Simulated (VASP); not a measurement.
# MgO in VASP: further runs

The runs below take MgO through single point, with PBE, r2SCAN.

Everything below comes from runs of VASP 6.6.1. Logs are shortened: lines on timing, memory, paths and dates and some standing lists are left out, and cuts for length are marked.

## (1) The cell of the first run

The structure is tetragonal, space group I4/mmm (No. 139). The conventional cell has a = 2.973 Å, b = 2.973 Å, c = 4.388 Å, α = 90.00°, β = 90.00°, γ = 90.00°. Within 2.8 Å of Mg (site symmetry 4/mmm) lie 6 O at 2.10 to 2.19 Å. Within 2.8 Å of O (site symmetry 4/mmm) lie 6 Mg at 2.10 to 2.19 Å.

## (2) Single point, PBE (uniaxial z strain +4.4%)

File INCAR:

```
PREC     = Accurate       # precision mode
ENCUT    = 520            # plane-wave cutoff, eV
EDIFF    = 1E-6           # SCF threshold, eV
ISMEAR   = -1             # smearing method
SIGMA    = 0.02           # smearing width, eV
LREAL    = False          # projectors in reciprocal space
LASPH    = True           # aspherical terms in the spheres
NELM     = 60             # most SCF steps
ALGO     = Normal         # electronic algorithm
ISIF     = 2              # what is computed and relaxed
LWAVE    = False          # write WAVECAR
LCHARG   = False          # write CHGCAR
GGA      = PE             # functional
NBANDS   = 11             # bands
```

File KPOINTS:

```
Automatic mesh
0
Gamma
  10 10 10
```

File POSCAR:

```
MgO
1.0
    0.0000000000      2.1021674168      2.1940321330
    2.1021674168      0.0000000000      2.1940321330
    2.1021674168      2.1021674168      0.0000000000
Mg O
1 1
Direct
    0.0000000000      0.0000000000      0.0000000000
    0.5000000000      0.5000000000      0.5000000000
```

Potentials or basis: VASP PAW PBE potentials, release 64 (Mg, O).

Launch:

```
> cat potpaw_PBE.64/Mg/POTCAR potpaw_PBE.64/O/POTCAR > POTCAR
> mpirun -np 1 vasp_std > vasp.out
```

OUTCAR:

```text
PREC = Accurate
   ENCUT = 520
   EDIFF = 1E-6
   ISMEAR = -1
   LREAL = False
   LASPH = True
   NELM = 60
   ISIF = 2
   GGA = PE

 ion  position               nearest neighbor table
   1  0.000  0.000  0.000-   2 2.10   2 2.10   2 2.10   2 2.10   2 2.19   2 2.19
   2  0.500  0.500  0.500-   1 2.10   1 2.10   1 2.10   1 2.10   1 2.19   1 2.19

  LATTYP: Found a body centered tetragonal cell.
 ALAT       =     2.9729136712
 C/A-ratio  =     1.4760146951

  Lattice vectors:

 A1 = (  -2.1021674168,   0.0000000000,   2.1940321330)
 A2 = (   2.1021674168,   0.0000000000,   2.1940321330)
 A3 = (   0.0000000000,   2.1021674168,  -2.1940321330)

Analysis of symmetry for initial positions (statically):
=====================================================================
 Subroutine PRICEL returns:
 Original cell was already a primitive cell.

 Routine SETGRP: Setting up the symmetry group for a
 body centered tetragonal supercell.

 Subroutine GETGRP returns: Found 16 space group operations
 (whereof 16 operations were pure point group operations)
 out of a pool of 16 trial point group operations.

The static configuration has the point symmetry D_4h.

Analysis of symmetry for dynamics (positions and initial velocities):
=====================================================================
 Subroutine PRICEL returns:
 Original cell was already a primitive cell.

 Routine SETGRP: Setting up the symmetry group for a
 body centered tetragonal supercell.

 Subroutine GETGRP returns: Found 16 space group operations
 (whereof 16 operations were pure point group operations)
 out of a pool of 16 trial point group operations.

The dynamic configuration has the point symmetry D_4h.

 Subroutine INISYM returns: Found 16 space group operations
 (whereof 16 operations are pure point group operations),
 and found     1 'primitive' translations

----------------------------------------------------------------------------------------

                                     Primitive cell

  volume of cell :      19.3913

  direct lattice vectors                    reciprocal lattice vectors
     0.000000000  2.102167417  2.194032133    -0.237849753  0.237849753  0.227890919
     2.102167417  0.000000000  2.194032133     0.237849753 -0.237849753  0.227890919
     2.102167417  2.102167417  0.000000000     0.237849753  0.237849753 -0.227890919

  length of vectors
     3.038566249  3.038566249  2.972913671     0.406299496  0.406299496  0.406299496

  position of ions in fractional coordinates (direct lattice)
     0.000000000  0.000000000  0.000000000
     0.500000000  0.500000000  0.500000000

  ion indices of the primitive-cell ions
   primitive index   ion index
                 1           1
                 2           2

----------------------------------------------------------------------------------------

 KPOINTS: Automatic mesh

Automatic generation of k-mesh.
 Grid dimensions read from file:
 generate k-points for:   10   10   10

 Generating k-lattice:

  Cartesian coordinates                     Fractional coordinates (reciprocal lattice)
    -0.023784975  0.023784975  0.022789092     0.100000000 -0.000000000  0.000000000
     0.023784975 -0.023784975  0.022789092    -0.000000000  0.100000000  0.000000000
     0.023784975  0.023784975 -0.022789092     0.000000000  0.000000000  0.100000000

  Length of vectors
     0.040629950  0.040629950  0.040629950

  Shift w.r.t. Gamma in fractional coordinates (k-lattice)
     0.000000000  0.000000000  0.000000000

 Subroutine IBZKPT returns following result:
 ===========================================

 Found    102 irreducible k-points:

 Following reciprocal coordinates:
            Coordinates               Weight
  0.000000  0.000000  0.000000      1.000000
  0.100000  0.000000  0.000000      8.000000
  0.200000  0.000000  0.000000      8.000000
  0.300000  0.000000  0.000000      8.000000
  0.400000  0.000000  0.000000      8.000000
  0.500000  0.000000  0.000000      4.000000
[... 16 lines left out ...]
  0.300000  0.300000  0.000000      2.000000
  0.400000  0.300000  0.000000      8.000000
 [... further k-points ...]
   k-points           NKPTS =    102   k-points in BZ     NKDIM =    102   number of bands    NBANDS=     11
   number of dos      NEDOS =    301   number of ions     NIONS =      2
   total plane-waves  NPLWV =  13824
   dimension x,y,z NGX =    24 NGY =   24 NGZ =   24
   dimension x,y,z NGXF=    48 NGYF=   48 NGZF=   48
   ions per type =               1   1
   NGX,Y,Z   is equivalent  to a cutoff of  13.13, 13.13, 13.42 a.u.
   NGXF,Y,Z  is equivalent  to a cutoff of  26.26, 26.26, 26.84 a.u.
 SYSTEM =  unknown system
   PREC   = accura    normal or accurate (medium, high low for compatibility)
   ISTART =      0    job   : 0-new  1-cont  2-samecut
   ICHARG =      2    charge: 1-file 2-atom 10-const
   ISPIN  =      1    spin polarized calculation?
   LNONCOLLINEAR =      F non collinear calculations
   LSORBIT =      F    spin-orbit coupling
   LASPH  =      T    aspherical Exc in radial PAW
   ENCUT  =  520.0 eV  38.22 Ry    6.18 a.u.   5.65  5.65  5.53*2*pi/ulx,y,z
   NELM   =     60;   NELMIN=  2; NELMDL= -5     # of ELM steps
   EDIFF  = 0.1E-05   stopping-criterion for ELM
   LREAL  =      F    real-space projection
   EDIFFG = 0.1E-04   stopping-criterion for IOM
   NSW    =      0    number of steps for IOM
   IBRION =     -1    ionic relax: 0-MD 1-quasi-New 2-CG
   NFREE  =      0    steps in history (QN), initial steepest desc. (CG)
   ISIF   =      2    stress and relaxation
   ISYM   =      2    0-nonsym 1-usesym 2-fastsym
   POTIM  = 0.5000    time-step for ionic-motion
   TEBEG  =    0.0;   TEEND  =   0.0 temperature during run
   PSTRESS=    0.0 pullay stress
   NELECT =       8.0000    total number of electrons
   NUPDOWN=      -1.0000    fix difference up-down
   EMIN   =  10.00;   EMAX   =-10.00  energy-range for DOS
   EFERMI =   0.00;   METHOD = LEGACY
   ISMEAR =    -1;   SIGMA  =   0.02  broadening in eV -4-tet -1-fermi 0-gaus
   EFERMI_NEDOS =   21; number of points for ismear=-14 and -15
   IALGO  =     38    algorithm
   IMIX   =      4    mixing-type and parameters
     AMIX     =   0.40;   BMIX     =  1.00
     AMIX_MAG =   1.60;   BMIX_MAG =  1.00
  volume/ion in A,a.u.               =       9.70        65.43
  Fermi-wavevector in a.u.,A,eV,Ry     =   1.218715  2.303038 20.208288  1.485267
  Thomas-Fermi vector in A             =   2.353992
   LORBIT       =      0    0 simple, 1 ext, 2 COOP (PROOUT), +10 PAW based schemes
   GGA     = PE    functional components
   LHFCALC =     F    Hartree Fock is set to
   AEXX    =    0.0000 exact exchange contribution
   IVDW    =     0    specifies the selected vdW correction
   LEPSILON=     F    determine dielectric tensor
   LRPA    =     F    only Hartree local field effects (RPA)
 non-spin polarized calculation
  energy-cutoff  :      520.00
  volume of cell :       19.39
 maximum number of plane-waves:       548
   NGX = 11   NGY = 11   NGZ = 11

 number of electron       8.0000002 magnetization

 Free energy of the ion-electron system (eV)
  ---------------------------------------------------
  ext. energy  EPLUGINS =         0.00000000
  ---------------------------------------------------
  free energy    TOTEN  =       -11.89876621 eV

  energy without entropy =      -11.89876621  energy(sigma->0) =      -11.89876621

 E-fermi :   3.3109     XC(G=0): -10.9006

 val. band max:        2.9663764145   @ k =   0.0000   0.0000   0.0000
 cond. band min:       7.2726688904   @ k =   0.0000   0.0000   0.0000
 fundamental gap:      4.3062924758
 Fermi energy:         3.3108848593

 k-point     1 :       0.0000    0.0000    0.0000
  band No.  band energies     occupation
      1     -14.1695      2.00000
      2       2.8788      2.00000
      3       2.8788      2.00000
      4       2.9664      2.00000
      5       7.2727      0.00000
      6      18.2251      0.00000
      7      18.6678      0.00000
      8      18.6678      0.00000
      9      22.3440      0.00000
     10      23.4051      0.00000
     11      24.7406      0.00000

 k-point     2 :       0.1000    0.0000    0.0000
  band No.  band energies     occupation
      1     -14.0705      2.00000
      2       2.2598      2.00000
      3       2.8234      2.00000
      4       2.8691      2.00000
      5       7.9053      0.00000
      6      17.2676      0.00000
      7      18.5842      0.00000
      8      18.9052      0.00000
      9      22.6837      0.00000
     10      23.8649      0.00000
     11      23.9314      0.00000

 k-point     3 :       0.2000    0.0000    0.0000
  band No.  band energies     occupation
      1     -13.7987      2.00000
      2       0.9786      2.00000
      3       2.6823      2.00000
      4       2.6862      2.00000
      5       9.1044      0.00000
      6      15.7441      0.00000
      7      18.9219      0.00000
      8      19.4185      0.00000
      9      22.1502      0.00000
     10      23.0111      0.00000
     11      24.6161      0.00000

 k-point     4 :       0.3000    0.0000    0.0000
  band No.  band energies     occupation
      1     -13.4335      2.00000
      2      -0.2882      2.00000
      3       2.4736      2.00000
      4       2.5153      2.00000
      5      10.0755      0.00000
      6      14.9756      0.00000
      7      18.8418      0.00000
      8      19.6170      0.00000
      9      22.7722      0.00000
     10      23.2657      0.00000
     11      24.0402      0.00000
[... 239 lines left out ...]
 k-point    22 :      -0.2000    0.2000    0.0000
  band No.  band energies     occupation
      1     -13.3042      2.00000
      2      -0.2108      2.00000
      3       1.6733      2.00000
      4       2.5147      2.00000
      5      10.9909      0.00000
      6      14.3925      0.00000
      7      17.6671      0.00000
      8      20.6860      0.00000
      9      21.3562      0.00000
     10      23.8538      0.00000
     11      26.4856      0.00000

 k-point    23 :       0.3000    0.3000    0.0000
  band No.  band energies     occupation
      1     -13.3030      2.00000
      2      -0.1492      2.00000
      3       2.0841      2.00000
      4       2.0841      2.00000
      5      11.3594      0.00000
      6      13.4778      0.00000
      7      16.5055      0.00000
      8      20.6929      0.00000
      9      20.6929      0.00000
     10      27.1022      0.00000
     11      29.0035      0.00000

 k-point    24 :       0.4000    0.3000    0.0000
  band No.  band energies     occupation
      1     -13.0775      2.00000
      2      -0.5629      2.00000
      3       1.7166      2.00000
      4       1.9577      2.00000
      5      12.1273      0.00000
      6      13.2128      0.00000
      7      15.7610      0.00000
      8      20.9375      0.00000
      9      21.0622      0.00000
     10      27.6889      0.00000
     11      28.7689      0.00000

 [... further k-points ...]

------------------------ aborting loop because EDIFF is reached ----------------------------------------

  FORCE on cell =-STRESS in cart. coord.  units (eV):
  Direction    XX          YY          ZZ          XY          YZ          ZX
  --------------------------------------------------------------------------------------
  -------------------------------------------------------------------------------------
  Total        0.1095132      0.1095132     -0.7083230      0.0000000     -0.0000000      0.0000000
  in kB        9.0483521      9.0483521    -58.5240461      0.0000000     -0.0000000      0.0000000
  external PRESSURE =     -13.4757806 kB  Pullay stress =       0.0000000 kB

 VOLUME and BASIS-vectors are now :
 -----------------------------------------------------------------------------
  energy-cutoff  :      520.00
  volume of cell :       19.39
      direct lattice vectors                 reciprocal lattice vectors
     0.000000000  2.102167417  2.194032133    -0.237849753  0.237849753  0.227890919
     2.102167417  0.000000000  2.194032133     0.237849753 -0.237849753  0.227890919
     2.102167417  2.102167417  0.000000000     0.237849753  0.237849753 -0.227890919

 POSITION                                       TOTAL-FORCE (eV/Angst)
 -----------------------------------------------------------------------------------
      0.00000      0.00000      0.00000         0.000000     -0.000000     -0.000000
      2.10217      2.10217      2.19403         0.000000      0.000000      0.000000
 -----------------------------------------------------------------------------------
    total drift:                               -0.000000     -0.000000      0.000000

  FREE ENERGIE OF THE ION-ELECTRON SYSTEM (eV)
  ---------------------------------------------------
  free  energy   TOTEN  =       -11.8987662085 eV

  energy  without entropy=      -11.8987662084  energy(sigma->0) =      -11.89876621
```

It took 29 s on 1 thread of AMD EPYC 7R13, shared host; peak memory 0.12 GiB.

Results:

```
Free energy            : -11.8988 eV
Pressure               : -1.3 GPa
Band gap on the k mesh : 4.31 eV, direct
```

Stress tensor (GPa, compression positive):
```
 0.90  0.00  0.00
 0.00  0.90  0.00
 0.00  0.00 -5.85
```

Levels at points of the mesh, in eV from the valence-band top:
```csv
k point,band 2,band 3,band 4,band 5,band 6,band 7
"(0.00, 0.00, 0.00)",-0.09,-0.09,0.00,4.31,15.26,15.70
"(0.50, 0.00, 0.00)",-4.51,-0.72,-0.63,7.60,12.11,15.46
"(0.50, 0.50, 0.00)",-4.08,-1.24,-1.24,9.31,9.57,12.28
"(0.50, 0.00, 0.50)",-3.94,-1.54,-1.27,8.89,9.51,12.84
```

Caveat: the cell differs from its parent crystal (uniaxial z strain +4.4%).

(Continued in part 2 of 3.)
